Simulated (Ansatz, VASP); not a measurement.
**HfSn3Se8 in VASP and in Ansatz**

```
Hf Sn Se
1.0
     0.00000    0.00000    6.98727
     7.71333    0.00000    0.00000
    -3.85666    6.67994    0.00000
Hf Sn Se
1 3 8
Direct
  0.00000 0.00000 0.00000
  0.00000 0.50000 0.50000
  0.00000 0.50000 0.00000
  0.00000 0.00000 0.50000
  0.77103 0.83607 0.67213
  0.77103 0.83607 0.16393
  0.77364 0.33333 0.66667
  0.77103 0.32787 0.16393
  0.22897 0.67213 0.83607
  0.22636 0.66667 0.33333
  0.22897 0.16393 0.83607
  0.22897 0.16393 0.32787
```

Alike in both runs: task single point; functional PBE; k mesh 4 × 3 × 3; occupations gaussian, width 0.2 eV; no spin polarisation.

|  | VASP | Ansatz |
| --- | --- | --- |
| version | VASP 6.6.1 | Ansatz 0.2.0 |
| potentials or method | VASP PAW PBE potentials, release 64 (Hf_pv, Sn_d, Se), cutoff 520 eV | scalar-relativistic, plane waves, PAW |
| valence electrons in the cell | 100 | 196 |

```csv
,VASP,Ansatz,Ansatz less VASP
gap on the k mesh at the Fermi level (eV),0.28,0.28,0.000
least direct gap on the mesh (eV),0.30,0.30,-0.002
pressure (GPa),0.0,0.1,+0.04
rms of the force components (eV/Å),0.028,0.017,-0.0110
```

Atom by atom the forces differ by 0.012 eV/Å (rms over components). The functional is the same, so the differences come from potentials, cutoffs and numerics. VASP's potentials hold 100 valence electrons a cell and Ansatz's 196, so a difference there can come from the potentials and not from the codes.

Neither program's run includes spin-orbit coupling.
